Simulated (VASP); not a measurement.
# Ta (P6/mmm) in VASP: further runs

The runs below take Ta through single point, with r2SCAN.

All numbers are computed with VASP 6.6.1; they aren't measurements. Logs are shortened: lines on timing, memory, paths and dates and some standing lists are left out, and cuts for length are marked.

**1. The cell of the first run**

The structure is hexagonal, space group P6/mmm (No. 191). The conventional cell has a = 4.849 Å, b = 4.849 Å, c = 2.712 Å, α = 90.00°, β = 90.00°, γ = 120.00°. Ta (site symmetry 6/mmm) has 14 Ta at 2.71 to 3.11 Å within 3.6 Å. Within 3.6 Å of Ta (site symmetry -6m2) lie 11 Ta at 2.71 to 3.11 Å.

This isn't the form of Ta at room conditions, which is bcc.

**2. Single point, r2SCAN**

File POSCAR:

```
Ta
1.0
    4.8493108846      0.0000000000      0.0000000000
   -2.4246554423      4.1996264169      0.0000000000
    0.0000000000      0.0000000000      2.7122333654
Ta
3
Direct
    1.0000000000      0.0000000000      0.0000000000
    0.3333333333      0.6666666667      0.5000000000
    0.6666666667      0.3333333333      0.5000000000
```

File INCAR.step1:

```
SYSTEM = Ta
PREC = Accurate ; ENCUT = 520
ISMEAR = -1 ; SIGMA = 0.1
LREAL = .False. ; LASPH = .True.
NELM = 60 ; NBANDS = 24
GGA = PE ; ALGO = Normal
EDIFF = 1E-4 ; LWAVE = .True.
LCHARG = .False.
```

File INCAR.step2:

```
SYSTEM = Ta
PREC = Accurate ; ENCUT = 520
EDIFF = 1E-7 ; ISMEAR = -1
SIGMA = 0.1 ; LREAL = .False.
LASPH = .True. ; NELM = 60
ALGO = Normal ; ISIF = 2
LWAVE = .False. ; LCHARG = .True.
METAGGA = R2SCAN ; LMIXTAU = .True.
LELF = .True. ; LVHAR = .True.
NBANDS = 24 ; ISTART = 1
```

File KPOINTS:

```
Automatic mesh
0
Gamma
  8 8 11
  0 0 0
```

Potentials or basis: VASP PAW PBE potentials, release 64 (Ta_pv).

Started as:

```bash
$ cat potpaw_PBE.64/Ta_pv/POTCAR > POTCAR
$ cp INCAR.step1 INCAR
$ mpirun -np 1 vasp_std > vasp.out
$ cp INCAR.step2 INCAR
$ mpirun -np 1 vasp_std > vasp.out
```

OUTCAR:

```text
SYSTEM = Ta
   PREC = Accurate
   ENCUT = 520
   EDIFF = 1E-7
   ISMEAR = -1
   LREAL = .False.
   LASPH = .True.
   NELM = 60
   ISIF = 2
   METAGGA = R2SCAN
   ISTART = 1

 ion  position               nearest neighbor table
   1  0.000  0.000  0.000-   2 3.11   3 3.11   2 3.11   3 3.11   2 3.11   2 3.11   3 3.11   3 3.11
                             3 3.11   3 3.11   2 3.11   2 3.11
   2  0.333  0.667  0.500-   3 2.80   3 2.80   3 2.80   1 3.11   1 3.11   1 3.11   1 3.11   1 3.11
                             1 3.11
   3  0.667  0.333  0.500-   2 2.80   2 2.80   2 2.80   1 3.11   1 3.11   1 3.11   1 3.11   1 3.11
                             1 3.11

  LATTYP: Found a hexagonal cell.
 ALAT       =     4.8493108846
 C/A-ratio  =     0.5593028432

  Lattice vectors:

 A1 = (   4.8493108846,   0.0000000000,   0.0000000000)
 A2 = (  -2.4246554423,   4.1996264169,   0.0000000000)
 A3 = (   0.0000000000,   0.0000000000,   2.7122333654)

Analysis of symmetry for initial positions (statically):
=====================================================================
 Subroutine PRICEL returns:
 Original cell was already a primitive cell.

 Routine SETGRP: Setting up the symmetry group for a
 hexagonal supercell.

 Subroutine GETGRP returns: Found 24 space group operations
 (whereof 24 operations were pure point group operations)
 out of a pool of 24 trial point group operations.

The static configuration has the point symmetry D_6h.

Analysis of symmetry for dynamics (positions and initial velocities):
=====================================================================
 Subroutine PRICEL returns:
 Original cell was already a primitive cell.

 Routine SETGRP: Setting up the symmetry group for a
 hexagonal supercell.

 Subroutine GETGRP returns: Found 24 space group operations
 (whereof 24 operations were pure point group operations)
 out of a pool of 24 trial point group operations.

The dynamic configuration has the point symmetry D_6h.

 Subroutine INISYM returns: Found 24 space group operations
 (whereof 24 operations are pure point group operations),
 and found     1 'primitive' translations

----------------------------------------------------------------------------------------

                                     Primitive cell

  volume of cell :      55.2354

  direct lattice vectors                    reciprocal lattice vectors
[... 87 lines left out ...]
   ENCUT  =  520.0 eV  38.22 Ry    6.18 a.u.   9.02  9.02  5.04*2*pi/ulx,y,z
   NELM   =     60;   NELMIN=  2; NELMDL=  0     # of ELM steps
   EDIFF  = 0.1E-06   stopping-criterion for ELM
   LREAL  =      F    real-space projection
   EDIFFG = 0.1E-05   stopping-criterion for IOM
   NSW    =      0    number of steps for IOM
   IBRION =     -1    ionic relax: 0-MD 1-quasi-New 2-CG
   NFREE  =      0    steps in history (QN), initial steepest desc. (CG)
   ISIF   =      2    stress and relaxation
   ISYM   =      2    0-nonsym 1-usesym 2-fastsym
   POTIM  = 0.5000    time-step for ionic-motion
   TEBEG  =    0.0;   TEEND  =   0.0 temperature during run
   PSTRESS=    0.0 pullay stress
   NELECT =      33.0000    total number of electrons
   NUPDOWN=      -1.0000    fix difference up-down
   EMIN   =  10.00;   EMAX   =-10.00  energy-range for DOS
   EFERMI =   0.00;   METHOD = LEGACY
   ISMEAR =    -1;   SIGMA  =   0.10  broadening in eV -4-tet -1-fermi 0-gaus
   EFERMI_NEDOS =   21; number of points for ismear=-14 and -15
   IALGO  =     38    algorithm
   IMIX   =      4    mixing-type and parameters
     AMIX     =   0.40;   BMIX     =  1.00
     AMIX_MAG =   1.60;   BMIX_MAG =  1.00
  volume/ion in A,a.u.               =      18.41       124.25
  Fermi-wavevector in a.u.,A,eV,Ry     =   1.378818  2.605588 25.866562  1.901139
  Thomas-Fermi vector in A             =   2.503844
   LORBIT       =      0    0 simple, 1 ext, 2 COOP (PROOUT), +10 PAW based schemes
   METAGGA = R2SCAN    functional components
   LHFCALC =     F    Hartree Fock is set to
   AEXX    =    0.0000 exact exchange contribution
   IVDW    =     0    specifies the selected vdW correction
   LEPSILON=     F    determine dielectric tensor
   LRPA    =     F    only Hartree local field effects (RPA)
 non-spin polarized calculation
  energy-cutoff  :      520.00
  volume of cell :       55.24
 maximum number of plane-waves:      1504
 NGX is ok and might be reduce to    36
   NGX = 17   NGY = 17   NGZ = 11

 number of electron      33.0000010 magnetization

 Free energy of the ion-electron system (eV)
  ---------------------------------------------------
  ext. energy  EPLUGINS =         0.00000000
  ---------------------------------------------------
  free energy    TOTEN  =      -145.11586143 eV

  energy without entropy =     -145.01481009  energy(sigma->0) =     -145.06533576

 E-fermi :   5.4796     XC(G=0): -13.6178

 val. band max:        5.4684530932   @ k =   0.3750   0.1250   0.4545
 cond. band min:       5.4959579322   @ k =   0.2500   0.2500   0.3636
 fundamental gap:      0.0275048390
 Fermi energy:         5.4795647100

 k-point     1 :       0.0000    0.0000    0.0000
  band No.  band energies     occupation
      1     -30.0903      2.00000
      2     -30.0903      2.00000
      3     -29.8844      2.00000
      4     -29.8844      2.00000
      5     -29.2411      2.00000
      6     -29.2411      2.00000
[... 637 lines left out ...]
     23      10.0784      0.00000
     24      10.1844      0.00000

 [... further k-points ...]

------------------------ aborting loop because EDIFF is reached ----------------------------------------

  FORCE on cell =-STRESS in cart. coord.  units (eV):
  Direction    XX          YY          ZZ          XY          YZ          ZX
  --------------------------------------------------------------------------------------
  -------------------------------------------------------------------------------------
  Total        0.2309140      0.2309140      0.2303844      0.0000000      0.0000000     -0.0000000
  in kB        6.6979694      6.6979694      6.6826074      0.0000000      0.0000000     -0.0000000
  external PRESSURE =       6.6928488 kB  Pullay stress =       0.0000000 kB

 VOLUME and BASIS-vectors are now :
 -----------------------------------------------------------------------------
  energy-cutoff  :      520.00
  volume of cell :       55.24
      direct lattice vectors                 reciprocal lattice vectors
     4.849310885  0.000000000  0.000000000     0.206214867  0.119058209  0.000000000
    -2.424655442  4.199626417  0.000000000     0.000000000  0.238116418  0.000000000
     0.000000000  0.000000000  2.712233365     0.000000000  0.000000000  0.368699837

 POSITION                                       TOTAL-FORCE (eV/Angst)
 -----------------------------------------------------------------------------------
      0.00000      0.00000      0.00000        -0.000000      0.000000     -0.000000
     -0.00000      2.79975      1.35612        -0.000000     -0.000000      0.000000
      2.42466      1.39988      1.35612         0.000000      0.000000     -0.000000
 -----------------------------------------------------------------------------------
    total drift:                                0.000000      0.000000     -0.000000

  FREE ENERGIE OF THE ION-ELECTRON SYSTEM (eV)
  ---------------------------------------------------
  free  energy   TOTEN  =      -145.1158614259 eV

  energy  without entropy=     -145.0148100896  energy(sigma->0) =     -145.06533576
```

OUTCAR.step1:

```text
SYSTEM = Ta
   PREC = Accurate
   ENCUT = 520
   ISMEAR = -1
   LREAL = .False.
   LASPH = .True.
   NELM = 60
[... 875 lines left out ...]
      0.00000      0.00000      0.00000        -0.000000      0.000000      0.000000
     -0.00000      2.79975      1.35612         0.000000      0.000000     -0.000000
      2.42466      1.39988      1.35612         0.000000     -0.000000      0.000000
 -----------------------------------------------------------------------------------
    total drift:                                0.000000      0.000000     -0.000000

  FREE ENERGIE OF THE ION-ELECTRON SYSTEM (eV)
  ---------------------------------------------------
  free  energy   TOTEN  =       -34.8005957351 eV

  energy  without entropy=      -34.6937228011  energy(sigma->0) =      -34.74715927
```

OSZICAR.step1:

```text
N       E                     dE             d eps       ncg     rms          rms(c)
DAV:   1     0.290197699255E+03    0.29020E+03   -0.17987E+04  2880   0.139E+03
DAV:   2    -0.271117805459E+02   -0.31731E+03   -0.30713E+03  3336   0.411E+02
DAV:   3    -0.360746144480E+02   -0.89628E+01   -0.86772E+01  3752   0.655E+01
DAV:   4    -0.361918225799E+02   -0.11721E+00   -0.11703E+00  3240   0.759E+00
DAV:   5    -0.361937065842E+02   -0.18840E-02   -0.18835E-02  3848   0.783E-01    0.226E+01
DAV:   6    -0.351307479695E+02    0.10630E+01   -0.12056E+00  3192   0.867E+00    0.111E+01
DAV:   7    -0.348225665573E+02    0.30818E+00   -0.11204E+00  3440   0.860E+00    0.105E+00
DAV:   8    -0.348025643577E+02    0.20002E-01   -0.71368E-02  3576   0.284E+00    0.567E-01
DAV:   9    -0.348006683107E+02    0.18960E-02   -0.10127E-02  3192   0.807E-01    0.105E-01
DAV:  10    -0.348005957351E+02    0.72576E-04   -0.33254E-04  3128   0.143E-01
   1 F= -.34800596E+02 E0= -.34747159E+02  d E =-.106873E+00
```

Wall time 3.5 min (1 thread of AMD EPYC 7R13, shared host); peak memory 0.2 GiB.

Results:

- Free energy: -145.1159 eV
- Pressure: 0.7 GPa
- Band gap on the k mesh: zero (an odd number of electrons rules out a gap without spin polarisation)

Caveat: the PAW data sets were made with another functional, which shifts forces and pressure a little; spin-orbit coupling is left out, which moves the levels of the heavy elements.

[end of part 1 of 3]

The gap in the log of VASP goes by the Fermi energy; the results here count the filled bands.